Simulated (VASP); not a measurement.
# Ta5W: single point with PBE

The system is Ta5W.

```
Ta W
1.0
     1.61514   -2.28416    0.00000
     1.61514    2.28416    0.00000
     0.00000    0.00000   13.70495
Ta W
5 1
Cartesian
  0.0000 0.0000 2.2842
  1.6151 0.0000 4.5683
  0.0000 0.0000 6.8525
  1.6151 0.0000 9.1366
  0.0000 0.0000 11.4208
  1.6151 0.0000 0.0000
```

| Property | Result |
| --- | --- |
| Program | VASP 6.6.1 |
| Task | single point |
| Functional | PBE |
| Potentials or basis | VASP PAW PBE potentials, release 64 (Ta_pv, W_sv) |
| Cutoff | 520 eV |
| k mesh | 6 × 6 × 2 |
| Occupations | gaussian, width 0.1 eV |
| Spin | no spin polarisation |

```json
{
 "Pressure": "13.5 GPa",
 "Largest force": "0.805 eV/Å"
}
```

Forces on the atoms (eV/Å):
```
Ta   0.000  0.000 -0.805
Ta   0.000  0.000  0.047
Ta   0.000  0.000  0.000
Ta   0.000  0.000 -0.047
Ta   0.000  0.000  0.805
W    0.000  0.000  0.000
```

Stress tensor (GPa, compression positive):
```
12.62  0.00  0.00
 0.00 14.51  0.00
 0.00  0.00 13.27
```

Levels at points of the mesh, in eV from the Fermi level:
| k point | band 32 | band 33 | band 34 | band 35 | band 36 | band 37 |
| --- | --- | --- | --- | --- | --- | --- |
| (0.00, 0.00, 0.00) | 0.01 | 0.16 | 0.35 | 0.46 | 0.65 | 0.65 |
| (0.50, 0.00, 0.00) | -0.69 | -0.61 | 1.03 | 1.19 | 1.20 | 1.21 |
| (0.50, 0.50, 0.00) | -0.66 | -0.40 | 1.66 | 1.82 | 2.17 | 2.89 |
| (0.00, 0.00, 0.50) | 0.29 | 0.40 | 0.54 | 0.60 | 0.69 | 1.02 |
| (0.50, 0.00, 0.50) | -0.12 | -0.10 | -0.03 | 0.02 | 1.79 | 1.88 |
| (0.50, 0.50, 0.50) | 0.86 | 0.88 | 0.91 | 1.16 | 1.43 | 1.88 |

Wall time 2.4 min on 1 thread of Intel(R) Xeon(R) 6975P-C (Granite Rapids), on a shared host, peak memory 0.28 GiB.

Caveat: the k points lie up to 0.40 Å⁻¹ apart; spin-orbit coupling is left out, which moves the levels of the heavy elements.
